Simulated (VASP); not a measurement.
Set up this calculation in VASP 6.6.1, as the native input.

* Task: single point
* Functional: LDA
* Potentials or basis: VASP PAW LDA potentials, release 64 (Hf_pv, C)
* Cutoff: 520 eV
* k mesh: 8 × 8 × 5
* Occupations: fermi-dirac, width 0.1 eV
* Spin: no spin polarisation
* Dipole correction: no
* Further INCAR settings: ALGO = Normal; EDIFF = 1e-06; NBANDS = 22

The structure of HfC lies in POSCAR:

```
HfC
1.0
    3.3428660000      0.0000000000      0.0000000000
   -1.6714330000      2.8950070000      0.0000000000
    0.0000000000      0.0000000000      5.2027140000
Hf C
2 2
Direct
    0.6666666667      0.3333333333      0.7500000000
    0.3333333333      0.6666666667      0.2500000000
    0.0000000000      0.0000000000      0.0000000000
    0.0000000000      0.0000000000      0.5000000000
```

The input as run:

INCAR

```
SYSTEM = HfC
ALGO = Normal ; EDIFF = 1E-6
ENCUT = 520 ; ISIF = 2
ISMEAR = -1 ; LASPH = .TRUE.
LCHARG = .FALSE. ; LREAL = .FALSE.
LWAVE = .FALSE. ; NBANDS = 22
NELM = 80 ; PREC = Accurate
SIGMA = 0.1
```

KPOINTS

```
k-points
0
G
  8 8 5
  0 0 0
```

Potentials or basis: VASP PAW LDA potentials, release 64 (Hf_pv, C).

Launch:

```sh
$ cat potpaw_LDA.64/Hf_pv/POTCAR potpaw_LDA.64/C/POTCAR > POTCAR
$ mpirun -np 1 vasp_std > vasp.out
```

It gave:

- Pressure: -12.3 GPa
- Band gap on the k mesh: zero (band 14 reaches 7.27 eV, above the bottom of band 15 at 6.11 eV)

Caveat: spin-orbit coupling is left out, which moves the levels of the heavy elements.

Run time: 61 s on 1 thread of Intel Xeon 6975P-C, with other jobs on the host, peak memory 0.17 GiB.
